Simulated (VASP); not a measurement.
A run of VASP 6.6.1 is set up as follows.

INCAR

```
SYSTEM = BN
ALGO     = Normal         ! electronic algorithm
EDIFF    = 1E-7           ! SCF threshold, eV
ENCUT    = 520            ! plane-wave cutoff, eV
GGA      = PE             ! functional
ISIF     = 2              ! what is computed and relaxed
ISMEAR   = 0              ! smearing method
LASPH    = .TRUE.         ! aspherical terms in the spheres
LCHARG   = .TRUE.         ! write CHGCAR
LELF     = .TRUE.         ! ELF
LREAL    = .FALSE.        ! projectors in reciprocal space
LVHAR    = .TRUE.       
LWAVE    = .FALSE.        ! write WAVECAR
NBANDS   = 11             ! bands
NELM     = 100            ! most SCF steps
PREC     = Accurate       ! precision mode
SIGMA    = 0.05           ! smearing width, eV
```

The input KPOINTS:

```
k-points
0
G
  12 12 12
  0 0 0
```

File POSCAR:

```
BN
1.0
    0.0000000000      1.6679609200      1.9580410800
    1.6679609200      0.0000000000      1.9580410800
    1.6679609200      1.6679609200      0.0000000000
B N
1 1
Direct
    0.0000000000      0.0000000000      0.0000000000
    0.7500000000      0.7500000000      0.7500000000
```

Potentials or basis: VASP PAW PBE potentials, release 64 (B, N).

The run is started by

```bash
$ cat potpaw_PBE.64/B/POTCAR potpaw_PBE.64/N/POTCAR > POTCAR
$ mpirun -np 1 vasp_std > vasp.out
```

(1) Estimate the band gap on the k mesh.

(2) Predict the pressure.

Answers

(1) 2.97 eV, indirect (least direct gap 7.69 eV).

(2) 39.1 GPa.

Caveat: the cell differs from its parent crystal (strain -0.080 along x and y, +0.080 along z).
